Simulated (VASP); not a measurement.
# Cu (I4/mmm) in VASP: further runs

The runs below take Cu through single point, with PBEsol.

All numbers are computed with VASP 6.6.1; they aren't measurements. Logs are shortened: lines on timing, memory, paths and dates and some standing lists are left out, and cuts for length are marked.

### 1 The cell of the first run

It takes space group I4/mmm (No. 139, tetragonal). Conventional cell: a = 2.886 Å, b = 2.886 Å, c = 2.752 Å, α = 90.00°, β = 90.00°, γ = 90.00°. Within 3.2 Å of Cu (site symmetry 4/mmm) lie 14 Cu at 2.46 to 2.89 Å.

### 2 Single point, PBEsol

Contents of INCAR:

```
PREC = Accurate
ENCUT = 520
EDIFF = 1E-7
ISMEAR = 0
SIGMA = 0.1
LREAL = F
LASPH = T
NELM = 60
ALGO = Fast
ISIF = 2
LWAVE = F
LCHARG = F
GGA = PS
NBANDS = 12
```

Contents of KPOINTS:

```
Automatic mesh
0
Gamma
  14 14 14
  0.5 0.5 0.5
```

Contents of POSCAR:

```
Cu
1.0
   -1.4427933200      1.4427933200      1.3760814500
    1.4427933200     -1.4427933200      1.3760814500
    1.4427933200      1.4427933200     -1.3760814500
Cu
1
Direct
    0.0000000000      0.0000000000      0.0000000000
```

Potentials or basis: VASP PAW PBE potentials, release 64 (Cu).

On the command line:

```bash
$ cat potpaw_PBE.64/Cu/POTCAR > POTCAR
$ mpirun -np 1 vasp_std > vasp.out
```

OUTCAR:

```text
PREC = Accurate
   ENCUT = 520
   EDIFF = 1E-7
   ISMEAR = 0
   LREAL = F
   LASPH = T
   NELM = 60
   ISIF = 2
   GGA = PS

 ion  position               nearest neighbor table
   1  0.000  0.000  0.000-

  LATTYP: Found a body centered tetragonal cell.
 ALAT       =     2.8855866400
 C/A-ratio  =     0.9537620052

  Lattice vectors:

 A1 = (  -1.4427933200,   1.4427933200,   1.3760814500)
 A2 = (   1.4427933200,  -1.4427933200,   1.3760814500)
 A3 = (   1.4427933200,   1.4427933200,  -1.3760814500)

Analysis of symmetry for initial positions (statically):
=====================================================================
 Subroutine PRICEL returns:
 Original cell was already a primitive cell.

 Routine SETGRP: Setting up the symmetry group for a
 body centered tetragonal supercell.

 Subroutine GETGRP returns: Found 16 space group operations
 (whereof 16 operations were pure point group operations)
 out of a pool of 16 trial point group operations.

The static configuration has the point symmetry D_4h.

Analysis of symmetry for dynamics (positions and initial velocities):
=====================================================================
 Subroutine PRICEL returns:
 Original cell was already a primitive cell.

 Routine SETGRP: Setting up the symmetry group for a
 body centered tetragonal supercell.

 Subroutine GETGRP returns: Found 16 space group operations
 (whereof 16 operations were pure point group operations)
 out of a pool of 16 trial point group operations.

The dynamic configuration has the point symmetry D_4h.

 Subroutine INISYM returns: Found 16 space group operations
 (whereof 16 operations are pure point group operations),
 and found     1 'primitive' translations

----------------------------------------------------------------------------------------

                                     Primitive cell

  volume of cell :      11.4581

  direct lattice vectors                    reciprocal lattice vectors
    -1.442793320  1.442793320  1.376081450     0.000000000  0.346549983  0.363350585
     1.442793320 -1.442793320  1.376081450     0.346549983  0.000000000  0.363350585
     1.442793320  1.442793320 -1.376081450     0.346549983  0.346549983  0.000000000

  length of vectors
     2.461078074  2.461078074  2.461078074     0.502116060  0.502116060  0.490095685

  position of ions in fractional coordinates (direct lattice)
     0.000000000  0.000000000  0.000000000

  ion indices of the primitive-cell ions
   primitive index   ion index
                 1           1

----------------------------------------------------------------------------------------

 KPOINTS: Automatic mesh

Automatic generation of k-mesh.
 Grid dimensions read from file:
 generate k-points for:   14   14   14

 Generating k-lattice:

  Cartesian coordinates                     Fractional coordinates (reciprocal lattice)
     0.000000000  0.024753570  0.025953613     0.071428571 -0.000000000  0.000000000
     0.024753570  0.000000000  0.025953613    -0.000000000  0.071428571  0.000000000
     0.024753570  0.024753570  0.000000000     0.000000000  0.000000000  0.071428571

  Length of vectors
     0.035865433  0.035865433  0.035006835

  Shift w.r.t. Gamma in fractional coordinates (k-lattice)
     0.500000000  0.500000000  0.500000000

 Subroutine IBZKPT returns following result:
 ===========================================

 Found    240 irreducible k-points:

 Following reciprocal coordinates:
            Coordinates               Weight
  0.035714  0.035714  0.035714      8.000000
  0.107143  0.035714  0.035714     16.000000
  0.178571  0.035714  0.035714     16.000000
  0.250000  0.035714  0.035714     16.000000
  0.321429  0.035714  0.035714     16.000000
  0.392857  0.035714  0.035714     16.000000
[... 16 lines left out ...]
  0.250000  0.178571  0.035714     16.000000
  0.321429  0.178571  0.035714     16.000000
 [... further k-points ...]
   k-points           NKPTS =    240   k-points in BZ     NKDIM =    240   number of bands    NBANDS=     12
   number of dos      NEDOS =    301   number of ions     NIONS =      1
   total plane-waves  NPLWV =   5832
   dimension x,y,z NGX =    18 NGY =   18 NGZ =   18
   dimension x,y,z NGXF=    36 NGYF=   36 NGZF=   36
   ions per type =               1
   NGX,Y,Z   is equivalent  to a cutoff of  12.16, 12.16, 12.16 a.u.
   NGXF,Y,Z  is equivalent  to a cutoff of  24.32, 24.32, 24.32 a.u.
 SYSTEM =  unknown system
   PREC   = accura    normal or accurate (medium, high low for compatibility)
   ISTART =      0    job   : 0-new  1-cont  2-samecut
   ICHARG =      2    charge: 1-file 2-atom 10-const
   ISPIN  =      1    spin polarized calculation?
   LNONCOLLINEAR =      F non collinear calculations
   LSORBIT =      F    spin-orbit coupling
   LASPH  =      T    aspherical Exc in radial PAW
   ENCUT  =  520.0 eV  38.22 Ry    6.18 a.u.   4.58  4.58  4.58*2*pi/ulx,y,z
   NELM   =     60;   NELMIN=  2; NELMDL= -5     # of ELM steps
   EDIFF  = 0.1E-06   stopping-criterion for ELM
   LREAL  =      F    real-space projection
   EDIFFG = 0.1E-05   stopping-criterion for IOM
   NSW    =      0    number of steps for IOM
   IBRION =     -1    ionic relax: 0-MD 1-quasi-New 2-CG
   NFREE  =      0    steps in history (QN), initial steepest desc. (CG)
   ISIF   =      2    stress and relaxation
   ISYM   =      2    0-nonsym 1-usesym 2-fastsym
   POTIM  = 0.5000    time-step for ionic-motion
   TEBEG  =    0.0;   TEEND  =   0.0 temperature during run
   PSTRESS=    0.0 pullay stress
   NELECT =      11.0000    total number of electrons
   NUPDOWN=      -1.0000    fix difference up-down
   EMIN   =  10.00;   EMAX   =-10.00  energy-range for DOS
   EFERMI =   0.00;   METHOD = LEGACY
   ISMEAR =     0;   SIGMA  =   0.10  broadening in eV -4-tet -1-fermi 0-gaus
   EFERMI_NEDOS =   21; number of points for ismear=-14 and -15
   IALGO  =     68    algorithm
   IMIX   =      4    mixing-type and parameters
     AMIX     =   0.40;   BMIX     =  1.00
     AMIX_MAG =   1.60;   BMIX_MAG =  1.00
  volume/ion in A,a.u.               =      11.46        77.32
  Fermi-wavevector in a.u.,A,eV,Ry     =   1.614984  3.051878 35.486359  2.608174
  Thomas-Fermi vector in A             =   2.709805
   LORBIT       =      0    0 simple, 1 ext, 2 COOP (PROOUT), +10 PAW based schemes
   GGA     = PS    functional components
   LHFCALC =     F    Hartree Fock is set to
   AEXX    =    0.0000 exact exchange contribution
   IVDW    =     0    specifies the selected vdW correction
   LEPSILON=     F    determine dielectric tensor
   LRPA    =     F    only Hartree local field effects (RPA)
 non-spin polarized calculation
 RMM-DIIS sequential band-by-band and
 Gauss-broadening in eV      SIGMA  =   0.10
  energy-cutoff  :      520.00
  volume of cell :       11.46
 maximum number of plane-waves:       323
   NGX =  9   NGY =  9   NGZ =  9

 number of electron      10.9999998 magnetization

 Free energy of the ion-electron system (eV)
  ---------------------------------------------------
  ext. energy  EPLUGINS =         0.00000000
  ---------------------------------------------------
  free energy    TOTEN  =        -4.27776624 eV

  energy without entropy =       -4.27706505  energy(sigma->0) =       -4.27741565

 E-fermi :   7.7573     XC(G=0): -13.0854

 val. band max:        7.7127762252   @ k =  -0.2500  -0.2500   0.0357
 cond. band min:       7.7930894094   @ k =  -0.4643   0.4643   0.1071
 fundamental gap:      0.0803131842
 Fermi energy:         7.7573390568

 k-point     1 :       0.0357    0.0357    0.0357
  band No.  band energies     occupation
      1      -1.5350      2.00000
      2       4.4637      2.00000
      3       4.6212      2.00000
      4       4.7603      2.00000
      5       5.5280      2.00000
      6       5.7217      2.00000
      7      30.3148      0.00000
      8      31.3489      0.00000
      9      33.2105      0.00000
     10      33.3769      0.00000
     11      35.8849      0.00000
     12      36.4738      0.00000

 k-point     2 :       0.1071    0.0357    0.0357
  band No.  band energies     occupation
      1      -0.9375      2.00000
      2       4.3845      2.00000
      3       4.5668      2.00000
      4       4.9709      2.00000
      5       5.5407      2.00000
      6       5.6688      2.00000
      7      27.6935      0.00000
      8      28.8480      0.00000
      9      30.7539      0.00000
     10      32.8851      0.00000
     11      35.4058      0.00000
     12      36.4462      0.00000

 k-point     3 :       0.1786    0.0357    0.0357
  band No.  band energies     occupation
      1       0.0061      2.00000
      2       4.2309      2.00000
      3       4.4967      2.00000
      4       5.3153      2.00000
      5       5.5522      2.00000
      6       5.6635      2.00000
      7      23.8760      0.00000
      8      27.2701      0.00000
      9      28.6944      0.00000
     10      32.0130      0.00000
     11      34.4630      0.00000
     12      37.3913      0.00000

 k-point     4 :       0.2500    0.0357    0.0357
  band No.  band energies     occupation
      1       1.1584      2.00000
      2       4.0576      2.00000
      3       4.5047      2.00000
      4       5.5716      2.00000
      5       5.6973      2.00000
      6       5.7695      2.00000
      7      20.1499      0.00000
      8      25.9704      0.00000
      9      26.9764      0.00000
     10      31.2118      0.00000
     11      33.7680      0.00000
     12      38.8884      0.00000

 k-point     5 :       0.3214    0.0357    0.0357
  band No.  band energies     occupation
      1       2.1424      2.00000
      2       3.9037      2.00000
      3       4.9101      2.00000
      4       5.6123      2.00000
      5       5.7736      2.00000
      6       6.2566      2.00000
      7      16.7378      0.00000
      8      24.9847      0.00000
      9      25.6348      0.00000
     10      30.6310      0.00000
     11      33.3590      0.00000
     12      40.5745      0.00000
[... 228 lines left out ...]
      1      -1.3431      2.00000
      2       4.4498      2.00000
      3       4.6590      2.00000
      4       4.7830      2.00000
      5       5.4732      2.00000
      6       5.7364      2.00000
      7      29.5699      0.00000
      8      30.7223      0.00000
      9      31.1715      0.00000
     10      34.3653      0.00000
     11      35.0226      0.00000
     12      35.2809      0.00000

 k-point    22 :       0.1786    0.1786    0.0357
  band No.  band energies     occupation
      1       1.9388      2.00000
      2       4.0891      2.00000
      3       4.1007      2.00000
      4       5.5353      2.00000
      5       5.8289      2.00000
      6       6.3942      2.00000
      7      20.5211      0.00000
      8      20.9254      0.00000
      9      24.8881      0.00000
     10      34.0171      0.00000
     11      36.5221      0.00000
     12      38.9654      0.00000

 k-point    23 :       0.2500    0.1786    0.0357
  band No.  band energies     occupation
      1       2.7802      2.00000
      2       3.9215      2.00000
      3       4.2553      2.00000
      4       5.5624      2.00000
      5       5.9037      2.00000
      6       7.3388      2.00000
      7      17.2974      0.00000
      8      19.6197      0.00000
      9      24.0191      0.00000
     10      33.8829      0.00000
     11      37.1905      0.00000
     12      39.6372      0.00000

 k-point    24 :       0.3214    0.1786    0.0357
  band No.  band energies     occupation
      1       3.0785      2.00000
      2       3.8224      2.00000
      3       4.6326      2.00000
      4       5.6165      2.00000
      5       5.9352      2.00000
      6       8.7293      0.00000
      7      14.3569      0.00000
      8      18.8702      0.00000
      9      23.5418      0.00000
     10      33.6167      0.00000
     11      38.2884      0.00000
     12      39.6587      0.00000

 [... further k-points ...]

------------------------ aborting loop because EDIFF is reached ----------------------------------------

  FORCE on cell =-STRESS in cart. coord.  units (eV):
  Direction    XX          YY          ZZ          XY          YZ          ZX
  --------------------------------------------------------------------------------------
  -------------------------------------------------------------------------------------
  Total       -0.0533898     -0.0533898     -0.0411100      0.0000000      0.0000000      0.0000000
  in kB       -7.4654581     -7.4654581     -5.7483825      0.0000000      0.0000000      0.0000000
  external PRESSURE =      -6.8930996 kB  Pullay stress =       0.0000000 kB

 VOLUME and BASIS-vectors are now :
 -----------------------------------------------------------------------------
  energy-cutoff  :      520.00
  volume of cell :       11.46
      direct lattice vectors                 reciprocal lattice vectors
    -1.442793320  1.442793320  1.376081450     0.000000000  0.346549983  0.363350585
     1.442793320 -1.442793320  1.376081450     0.346549983  0.000000000  0.363350585
     1.442793320  1.442793320 -1.376081450     0.346549983  0.346549983  0.000000000

 POSITION                                       TOTAL-FORCE (eV/Angst)
 -----------------------------------------------------------------------------------
      0.00000      0.00000      0.00000         0.000000      0.000000      0.000000
 -----------------------------------------------------------------------------------
    total drift:                                0.000000      0.000000      0.000000

  FREE ENERGIE OF THE ION-ELECTRON SYSTEM (eV)
  ---------------------------------------------------
  free  energy   TOTEN  =        -4.2777662416 eV

  energy  without entropy=       -4.2770650522  energy(sigma->0) =       -4.27741565
```

Run time: 16 s. Hardware: 1 thread of Intel Xeon Platinum 8559C (Emerald Rapids), shared host; peak memory 0.14 GiB.

Results:

- Free energy: -4.2778 eV
- Pressure: -0.7 GPa

Stress tensor (GPa, compression positive):
```
-0.75  0.00  0.00
 0.00 -0.75  0.00
 0.00  0.00 -0.57
```

Levels at points of the mesh, in eV from the Fermi level:
```tsv
k point	band 3	band 4	band 5	band 6	band 7	band 8	band 9	band 10
(0.04, 0.04, 0.04)	-3.14	-3.00	-2.23	-2.04	22.56	23.59	25.45	25.62
```

Caveat: the PAW data sets were made with another functional, which shifts forces and pressure a little.

### 3 Single point, PBEsol

This run uses another cell than the first one, of 11.33 Å³/atom, 0.989 times its volume.

Contents of INCAR:

```
SYSTEM = Cu
PREC     = Accurate       ! precision mode
ENCUT    = 520            ! plane-wave cutoff, eV
EDIFF    = 1E-7           ! SCF threshold, eV
ISMEAR   = 0              ! smearing method
SIGMA    = 0.1            ! smearing width, eV
LREAL    = .False.        ! projectors in reciprocal space
LASPH    = .True.         ! aspherical terms in the spheres
NELM     = 100            ! most SCF steps
ALGO     = Normal         ! electronic algorithm
ISIF     = 2              ! what is computed and relaxed
LWAVE    = .False.        ! write WAVECAR
LCHARG   = .False.        ! write CHGCAR
GGA      = PS             ! functional
NBANDS   = 12             ! bands
```

Contents of KPOINTS:

```
Automatic mesh
0
Gamma
  4 4 4
  0 0 0
```

Contents of POSCAR:

```
Cu
1.0
   -1.4469718234      1.4469718234      1.3531582297
    1.4469718234     -1.4469718234      1.3531582297
    1.4469718234      1.4469718234     -1.3531582297
Cu
1
Direct
    0.0000000000      0.0000000000      0.0000000000
```

Potentials or basis: VASP PAW PBE potentials, release 64 (Cu).

On the command line:

```bash
$ cat potpaw_PBE.64/Cu/POTCAR > POTCAR
$ mpirun -np 1 vasp_std > vasp.out
```

It took 2.8 s on 1 thread of Intel Xeon Platinum 8488C (Sapphire Rapids), shared host; peak memory 0.11 GiB.

It converged, with:

* Free energy: -4.0774 eV
* Pressure: 0.7 GPa

Stress tensor (GPa, compression positive):
```
0.73 0.00 0.00
0.00 0.73 0.00
0.00 0.00 0.62
```

Levels at points of the mesh, in eV from the Fermi level:
| k point | band 2 | band 3 | band 4 | band 5 | band 6 | band 7 | band 8 | band 9 | band 10 | band 11 |
| --- | --- | --- | --- | --- | --- | --- | --- | --- | --- | --- |
| (0.00, 0.00, 0.00) | -3.71 | -3.42 | -3.42 | -2.63 | -2.32 | 24.57 | 24.57 | 26.45 | 28.75 | 28.84 |
| (0.50, 0.00, 0.00) | -4.38 | -2.49 | -2.21 | -1.69 | -0.67 | 4.62 | 17.14 | 17.24 | 21.15 | 24.31 |
| (0.50, 0.50, 0.00) | -4.04 | -2.71 | -2.41 | -1.72 | -1.19 | 3.86 | 18.93 | 19.28 | 22.83 | 25.86 |
| (0.50, 0.50, 0.50) | -5.10 | -1.89 | -1.89 | -1.82 | 7.35 | 7.35 | 10.00 | 13.06 | 13.81 | 17.12 |

Caveat: the k points lie up to 0.79 Å⁻¹ apart; the PAW data sets were made with another functional, which shifts forces and pressure a little.
